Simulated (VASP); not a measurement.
# LaIn3 (Pm-3m) in VASP: single point with LDA

Aim: the single point of LaIn3 with LDA.

Program: VASP 6.6.1. These are calculated values, not measurements. Logs are shortened: lines on timing, memory, paths and dates and some standing lists are left out, and cuts for length are marked.

### Step 1. The cell of the first run

Symmetry: Pm-3m, No. 221, cubic system. The conventional cell has a = 4.774 Å, b = 4.774 Å, c = 4.774 Å, α = 90.00°, β = 90.00°, γ = 90.00°. Within 4.4 Å of La (site symmetry m-3m) lie 12 In at 3.38 Å. Within 4.4 Å of In (site symmetry 4/mmm) lie 4 La at 3.38 Å and 8 In at 3.38 Å.

### Step 2. Single point, LDA

INCAR

```
ALGO = Normal ; EDIFF = 1E-6
ENCUT = 500 ; GGA_COMPAT = False
ISIF = 2 ; ISMEAR = 0
LASPH = True ; LCHARG = False
LMAXMIX = 6 ; LREAL = False
LWAVE = False ; NBANDS = 33
NELM = 200 ; PREC = Accurate
SIGMA = 0.15
```

KPOINTS

```
k-points
0
Gamma
  5 5 5
```

POSCAR

```
LaIn3
1.0
    4.7740500000      0.0000000000      0.0000000000
    0.0000000000      4.7740500000      0.0000000000
    0.0000000000      0.0000000000      4.7740500000
La In
1 3
Direct
    0.0000000000      0.0000000000      0.0000000000
    0.5000000000      0.0000000000      0.5000000000
    0.0000000000      0.5000000000      0.5000000000
    0.5000000000      0.5000000000      0.0000000000
```

Potentials or basis: VASP PAW LDA potentials, release 64 (La, In_d).

The run is started by

```sh
$ cat potpaw_LDA.64/La/POTCAR potpaw_LDA.64/In_d/POTCAR > POTCAR
$ mpirun -np 1 vasp_std > vasp.out
```

OUTCAR:

```text
EDIFF = 1E-6
   ENCUT = 500
   ISIF = 2
   ISMEAR = 0
   LASPH = True
   LREAL = False
   NELM = 200
   PREC = Accurate

 ion  position               nearest neighbor table
   1  0.000  0.000  0.000-   2 3.38   3 3.38   4 3.38   2 3.38   3 3.38   3 3.38   4 3.38   3 3.38
                             2 3.38   4 3.38   2 3.38   4 3.38
   2  0.500  0.000  0.500-   1 3.38   3 3.38   4 3.38   1 3.38   4 3.38   3 3.38   4 3.38   4 3.38
                             1 3.38   3 3.38   1 3.38   3 3.38
   3  0.000  0.500  0.500-   1 3.38   2 3.38   4 3.38   1 3.38   4 3.38   1 3.38   2 3.38   1 3.38
                             2 3.38   4 3.38   4 3.38   2 3.38
   4  0.500  0.500  0.000-   1 3.38   2 3.38   3 3.38   2 3.38   3 3.38   1 3.38   2 3.38   2 3.38
                             1 3.38   3 3.38   3 3.38   1 3.38

  LATTYP: Found a simple cubic cell.
 ALAT       =     4.7740500000

  Lattice vectors:

 A1 = (   4.7740500000,   0.0000000000,   0.0000000000)
 A2 = (   0.0000000000,   4.7740500000,   0.0000000000)
 A3 = (   0.0000000000,   0.0000000000,   4.7740500000)

Analysis of symmetry for initial positions (statically):
=====================================================================
 Subroutine PRICEL returns:
 Original cell was already a primitive cell.

 Routine SETGRP: Setting up the symmetry group for a
 simple cubic supercell.

 Subroutine GETGRP returns: Found 48 space group operations
 (whereof 48 operations were pure point group operations)
 out of a pool of 48 trial point group operations.

The static configuration has the point symmetry O_h .

Analysis of symmetry for dynamics (positions and initial velocities):
=====================================================================
 Subroutine PRICEL returns:
 Original cell was already a primitive cell.

 Routine SETGRP: Setting up the symmetry group for a
 simple cubic supercell.

 Subroutine GETGRP returns: Found 48 space group operations
 (whereof 48 operations were pure point group operations)
 out of a pool of 48 trial point group operations.

The dynamic configuration has the point symmetry O_h .

 Subroutine INISYM returns: Found 48 space group operations
 (whereof 48 operations are pure point group operations),
 and found     1 'primitive' translations

----------------------------------------------------------------------------------------

                                     Primitive cell

  volume of cell :     108.8080

  direct lattice vectors                    reciprocal lattice vectors
     4.774050000  0.000000000  0.000000000     0.209465758  0.000000000  0.000000000
     0.000000000  4.774050000  0.000000000     0.000000000  0.209465758  0.000000000
     0.000000000  0.000000000  4.774050000     0.000000000  0.000000000  0.209465758

  length of vectors
     4.774050000  4.774050000  4.774050000     0.209465758  0.209465758  0.209465758

  position of ions in fractional coordinates (direct lattice)
     0.000000000  0.000000000  0.000000000
     0.500000000  0.000000000  0.500000000
     0.000000000  0.500000000  0.500000000
     0.500000000  0.500000000  0.000000000

  ion indices of the primitive-cell ions
   primitive index   ion index
                 1           1
                 2           2
                 3           3
                 4           4

----------------------------------------------------------------------------------------

 KPOINTS: k-points

Automatic generation of k-mesh.
 Grid dimensions read from file:
 generate k-points for:    5    5    5

 Generating k-lattice:

  Cartesian coordinates                     Fractional coordinates (reciprocal lattice)
     0.041893152  0.000000000  0.000000000     0.200000000  0.000000000  0.000000000
     0.000000000  0.041893152  0.000000000     0.000000000  0.200000000  0.000000000
     0.000000000  0.000000000  0.041893152     0.000000000  0.000000000  0.200000000

  Length of vectors
     0.041893152  0.041893152  0.041893152

  Shift w.r.t. Gamma in fractional coordinates (k-lattice)
     0.000000000  0.000000000  0.000000000

 Subroutine IBZKPT returns following result:
 ===========================================

 Found     10 irreducible k-points:

 Following reciprocal coordinates:
            Coordinates               Weight
  0.000000  0.000000  0.000000      1.000000
  0.200000  0.000000  0.000000      6.000000
  0.400000  0.000000  0.000000      6.000000
  0.200000  0.200000  0.000000     12.000000
  0.400000  0.200000  0.000000     24.000000
  0.400000  0.400000  0.000000     12.000000
  0.200000  0.200000  0.200000      8.000000
  0.400000  0.200000  0.200000     24.000000
  0.400000  0.400000  0.200000     24.000000
  0.400000  0.400000  0.400000      8.000000
   k-points           NKPTS =     10   k-points in BZ     NKDIM =     10   number of bands    NBANDS=     33
   number of dos      NEDOS =    301   number of ions     NIONS =      4
   total plane-waves  NPLWV =  46656
   dimension x,y,z NGX =    36 NGY =   36 NGZ =   36
   dimension x,y,z NGXF=    72 NGYF=   72 NGZF=   72
   ions per type =               1   3
   NGX,Y,Z   is equivalent  to a cutoff of  12.54, 12.54, 12.54 a.u.
   NGXF,Y,Z  is equivalent  to a cutoff of  25.07, 25.07, 25.07 a.u.
 SYSTEM =  unknown system
   PREC   = accura    normal or accurate (medium, high low for compatibility)
   ISTART =      0    job   : 0-new  1-cont  2-samecut
   ICHARG =      2    charge: 1-file 2-atom 10-const
   ISPIN  =      1    spin polarized calculation?
   LNONCOLLINEAR =      F non collinear calculations
   LSORBIT =      F    spin-orbit coupling
   LASPH  =      T    aspherical Exc in radial PAW
   ENCUT  =  500.0 eV  36.75 Ry    6.06 a.u.   8.70  8.70  8.70*2*pi/ulx,y,z
   NELM   =    200;   NELMIN=  2; NELMDL= -5     # of ELM steps
   EDIFF  = 0.1E-05   stopping-criterion for ELM
   LREAL  =      F    real-space projection
   EDIFFG = 0.1E-04   stopping-criterion for IOM
   NSW    =      0    number of steps for IOM
   IBRION =     -1    ionic relax: 0-MD 1-quasi-New 2-CG
   NFREE  =      0    steps in history (QN), initial steepest desc. (CG)
   ISIF   =      2    stress and relaxation
   ISYM   =      2    0-nonsym 1-usesym 2-fastsym
   POTIM  = 0.5000    time-step for ionic-motion
   TEBEG  =    0.0;   TEEND  =   0.0 temperature during run
   PSTRESS=    0.0 pullay stress
   NELECT =      50.0000    total number of electrons
   NUPDOWN=      -1.0000    fix difference up-down
   EMIN   =  10.00;   EMAX   =-10.00  energy-range for DOS
   EFERMI =   0.00;   METHOD = LEGACY
   ISMEAR =     0;   SIGMA  =   0.15  broadening in eV -4-tet -1-fermi 0-gaus
   EFERMI_NEDOS =   21; number of points for ismear=-14 and -15
   IALGO  =     38    algorithm
   IMIX   =      4    mixing-type and parameters
     AMIX     =   0.40;   BMIX     =  1.00
     AMIX_MAG =   1.60;   BMIX_MAG =  1.00
  volume/ion in A,a.u.               =      27.20       183.57
  Fermi-wavevector in a.u.,A,eV,Ry     =   1.263314  2.387317 21.714374  1.595961
  Thomas-Fermi vector in A             =   2.396677
   LORBIT       =      0    0 simple, 1 ext, 2 COOP (PROOUT), +10 PAW based schemes
   GGA     = CA    functional components
   LHFCALC =     F    Hartree Fock is set to
   AEXX    =    0.0000 exact exchange contribution
   IVDW    =     0    specifies the selected vdW correction
   LEPSILON=     F    determine dielectric tensor
   LRPA    =     F    only Hartree local field effects (RPA)
 non-spin polarized calculation
 Gauss-broadening in eV      SIGMA  =   0.15
  energy-cutoff  :      500.00
  volume of cell :      108.81
 maximum number of plane-waves:      2782
 NGX is ok and might be reduce to    36
   NGX = 17   NGY = 17   NGZ = 17

 number of electron      50.0000043 magnetization

 Free energy of the ion-electron system (eV)
  ---------------------------------------------------
  ext. energy  EPLUGINS =         0.00000000
  ---------------------------------------------------
  free energy    TOTEN  =       -17.31096945 eV

  energy without entropy =      -17.26401224  energy(sigma->0) =      -17.28749085

 E-fermi :   7.6233     XC(G=0): -10.5621

 val. band max:        7.5997854882   @ k =   0.4000   0.2000   0.0000
 cond. band min:       7.7006581947   @ k =   0.2000   0.2000   0.0000
 fundamental gap:      0.1008727066
 Fermi energy:         7.6233262484

 k-point     1 :       0.0000    0.0000    0.0000
  band No.  band energies     occupation
      1     -24.6924      2.00000
      2      -8.4761      2.00000
      3      -8.4761      2.00000
      4      -8.4761      2.00000
      5      -6.6757      2.00000
      6      -6.6757      2.00000
[... 25 lines left out ...]
     32       9.9452      0.00000
     33      10.0247      0.00000

 k-point     2 :       0.2000    0.0000    0.0000
  band No.  band energies     occupation
      1     -24.6909      2.00000
      2      -8.5464      2.00000
      3      -8.4967      2.00000
      4      -8.4967      2.00000
      5      -6.6667      2.00000
      6      -6.6276      2.00000
[... 25 lines left out ...]
     32       9.9151      0.00000
     33      10.1374      0.00000

 k-point     3 :       0.4000    0.0000    0.0000
  band No.  band energies     occupation
      1     -24.6884      2.00000
      2      -8.6533      2.00000
      3      -8.5287      2.00000
      4      -8.5287      2.00000
      5      -6.6504      2.00000
      6      -6.5373      2.00000
[... 25 lines left out ...]
     32       9.8684      0.00000
     33      10.0655      0.00000

 k-point     4 :       0.2000    0.2000    0.0000
  band No.  band energies     occupation
      1     -24.6894      2.00000
      2      -8.5746      2.00000
      3      -8.5300      2.00000
      4      -8.5156      2.00000
      5      -6.6282      2.00000
      6      -6.6267      2.00000
[... 25 lines left out ...]
     32       9.8066      0.00000
     33      10.0188      0.00000

 k-point     5 :       0.4000    0.2000    0.0000
  band No.  band energies     occupation
      1     -24.6871      2.00000
      2      -8.6416      2.00000
      3      -8.5603      2.00000
      4      -8.5450      2.00000
      5      -6.6153      2.00000
      6      -6.5615      2.00000
[... 25 lines left out ...]
     32       9.8136      0.00000
     33       9.9590      0.00000

 k-point     6 :       0.4000    0.4000    0.0000
  band No.  band energies     occupation
      1     -24.6851      2.00000
      2      -8.6250      2.00000
      3      -8.6088      2.00000
      4      -8.5705      2.00000
      5      -6.5621      2.00000
      6      -6.5427      2.00000
[... 25 lines left out ...]
     32       9.7615      0.00000
     33       9.7862      0.00000

 k-point     7 :       0.2000    0.2000    0.2000
  band No.  band energies     occupation
      1     -24.6881      2.00000
      2      -8.6011      2.00000
      3      -8.5353      2.00000
      4      -8.5353      2.00000
      5      -6.6335      2.00000
      6      -6.5980      2.00000
[... 25 lines left out ...]
     32       9.7601      0.00000
     33      10.2470      0.00000

 k-point     8 :       0.4000    0.2000    0.2000
  band No.  band energies     occupation
      1     -24.6860      2.00000
      2      -8.6323      2.00000
      3      -8.5798      2.00000
      4      -8.5437      2.00000
      5      -6.6050      2.00000
      6      -6.5564      2.00000
[... 25 lines left out ...]
     32       9.7630      0.00000
     33       9.8892      0.00000

 k-point     9 :       0.4000    0.4000    0.2000
  band No.  band energies     occupation
      1     -24.6841      2.00000
      2      -8.6165      2.00000
      3      -8.5922      2.00000
      4      -8.5635      2.00000
      5      -6.5746      2.00000
      6      -6.5470      2.00000
[... 25 lines left out ...]
     32       9.7523      0.00000
     33       9.8237      0.00000

 k-point    10 :       0.4000    0.4000    0.4000
  band No.  band energies     occupation
      1     -24.6825      2.00000
      2      -8.5903      2.00000
      3      -8.5648      2.00000
      4      -8.5648      2.00000
      5      -6.5809      2.00000
      6      -6.5539      2.00000
[... 25 lines left out ...]
     32       9.7068      0.00000
     33       9.8349      0.00000

------------------------ aborting loop because EDIFF is reached ----------------------------------------

  FORCE on cell =-STRESS in cart. coord.  units (eV):
  Direction    XX          YY          ZZ          XY          YZ          ZX
  --------------------------------------------------------------------------------------
  -------------------------------------------------------------------------------------
  Total       -2.7315463     -2.7315463     -2.7315463     -0.0000000      0.0000000      0.0000000
  in kB      -40.2215001    -40.2215001    -40.2215001     -0.0000000      0.0000000      0.0000000
  external PRESSURE =     -40.2215001 kB  Pullay stress =       0.0000000 kB

 VOLUME and BASIS-vectors are now :
 -----------------------------------------------------------------------------
  energy-cutoff  :      500.00
  volume of cell :      108.81
      direct lattice vectors                 reciprocal lattice vectors
     4.774050000  0.000000000  0.000000000     0.209465758  0.000000000  0.000000000
     0.000000000  4.774050000  0.000000000     0.000000000  0.209465758  0.000000000
     0.000000000  0.000000000  4.774050000     0.000000000  0.000000000  0.209465758

 POSITION                                       TOTAL-FORCE (eV/Angst)
 -----------------------------------------------------------------------------------
      0.00000      0.00000      0.00000         0.000000      0.000000      0.000000
      2.38702      0.00000      2.38702         0.000000      0.000000      0.000000
      0.00000      2.38702      2.38702         0.000000      0.000000      0.000000
      2.38702      2.38702      0.00000         0.000000      0.000000      0.000000
 -----------------------------------------------------------------------------------
    total drift:                                0.000000      0.000000      0.000000

  FREE ENERGIE OF THE ION-ELECTRON SYSTEM (eV)
  ---------------------------------------------------
  free  energy   TOTEN  =       -17.3109694539 eV

  energy  without entropy=      -17.2640122385  energy(sigma->0) =      -17.28749085
```

Wall time 52 s (1 thread of Intel Xeon 8259CL, shared host); peak memory 0.19 GiB.

Results:

```yaml
Free_energy: -17.3110 eV
Pressure: -4.0 GPa
Band_gap_on_the_k_mesh: zero (bands 25 and 26 overlap by 1.13 eV)
```

Levels at points of the mesh, in eV from the Fermi level:
| k point | band 22 | band 23 | band 24 | band 25 | band 26 | band 27 | band 28 | band 29 |
| --- | --- | --- | --- | --- | --- | --- | --- | --- |
| (0.00, 0.00, 0.00) | -2.88 | -0.84 | -0.84 | -0.84 | 1.58 | 1.58 | 1.58 | 2.08 |

Caveat: the cell stands under tension; spin-orbit coupling is left out, which moves the levels of the heavy elements.
